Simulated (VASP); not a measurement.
**NiO: single point with BLYP+D4**

The system is NiO.

```
Ni O
1.0
     0.00000    2.07190    2.07190
     2.07190    0.00000    2.07190
     2.07190    2.07190    0.00000
Ni O
1 1
Direct
  0.00000 0.00000 0.00000
  0.50000 0.50000 0.50000
```

```
Program             : VASP 6.6.1
Task                : single point
Functional          : BLYP
Dispersion          : D4
Potentials or basis : VASP PAW PBE potentials, release 64 (Ni_sv_GW, O)
Cutoff              : 700 eV
k mesh              : 11 × 11 × 11
Occupations         : fermi-dirac, width 0.05 eV
Spin                : collinear spin, ferromagnetic start
Starting moments    : [1.0, 0.0] μB
```

| Quantity | Value |
| --- | --- |
| Pressure | 7.7 GPa |
| Net moment | 1.59 μB per cell |
| Site moments | Ni +1.32; O +0.24 μB |
| Valence electrons inside the program's atomic spheres | Ni 16.21; O 5.00 |
| Dispersion energy per atom | -0.605 eV |

Levels at points of the mesh, in eV from the Fermi level:
Spin up:
```tsv
k point	band 11	band 12	band 13	band 14	band 15	band 16
(0.00, 0.00, 0.00)	-2.71	-2.71	-2.71	1.83	18.47	19.26
```
Spin down:
```
           k point  band 8  band 9  band 10  band 11  band 12  band 13  band 14  band 15
(0.00, 0.00, 0.00)   -2.77   -2.00    -2.00    -2.00    -0.74    -0.74     2.15    18.44
```

It took 120 s on 1 thread of Intel(R) Xeon(R) Platinum 8259CL CPU @ 2.50GHz (Skylake/Cascade Lake), with other jobs on the host, peak memory 0.22 GiB.

Caveat: the cell stands under pressure; the PAW data sets were made with another functional, which shifts forces and pressure a little; a cell with one magnetic atom can't hold antiferromagnetic order, which such compounds often take; semilocal functionals often make such compounds metallic where correlation or magnetic order opens a gap, which also shifts bond lengths. With open d or f shells a metallic result of BLYP can be an artefact of self-interaction; +U or a hybrid may open a gap.
